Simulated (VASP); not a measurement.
A run of VASP 6.6.1:

File INCAR:

```
SYSTEM = Zr3H2
PREC     = Accurate       ! precision mode
ENCUT    = 520            ! plane-wave cutoff, eV
EDIFF    = 1E-6           ! SCF threshold, eV
ISMEAR   = 0              ! smearing method
SIGMA    = 0.1            ! smearing width, eV
LREAL    = .FALSE.        ! projectors in reciprocal space
LASPH    = .TRUE.         ! aspherical terms in the spheres
NELM     = 100            ! most SCF steps
ALGO     = Fast           ! electronic algorithm
ISIF     = 2              ! what is computed and relaxed
LWAVE    = .FALSE.        ! write WAVECAR
LCHARG   = .TRUE.         ! write CHGCAR
GGA      = PE             ! functional
LELF     = .TRUE.         ! ELF
LVHAR    = .TRUE.       
NBANDS   = 27             ! bands
```

Contents of KPOINTS:

```
regular mesh
0
G
  6 6 6
  0 0 0
```

File POSCAR:

```
Zr3H2
1.0
    5.9401901954      0.0000000000      0.0000000000
   -2.9700950977      5.1443556126      0.0000000000
    0.0000000000      0.0000000000      2.9700314749
Zr H
3 2
Direct
    0.5000000000      0.0000000000     -0.0249850016
    0.0000000000      0.5000000000     -0.0249850016
    0.5000000000      0.5000000000     -0.0249850016
    0.6666666667      0.3333333333      0.4749775025
    0.3333333333      0.6666666667      0.4749775025
```

Potentials or basis: VASP PAW PBE potentials, release 64 (Zr_sv, H).

Launch:

```sh
$ cat potpaw_PBE.64/Zr_sv/POTCAR potpaw_PBE.64/H/POTCAR > POTCAR
$ mpirun -np 1 vasp_std > vasp.out
```

Hardware: 1 thread of Oxide Virtual Turin-like Processor, on a shared host.

How long does it take, and how much memory?

It took 2.8 min on 1 thread of Oxide Virtual Turin-like Processor, on a shared host, peak memory 0.21 GiB. Counts: scf iterations 19, k points 28.
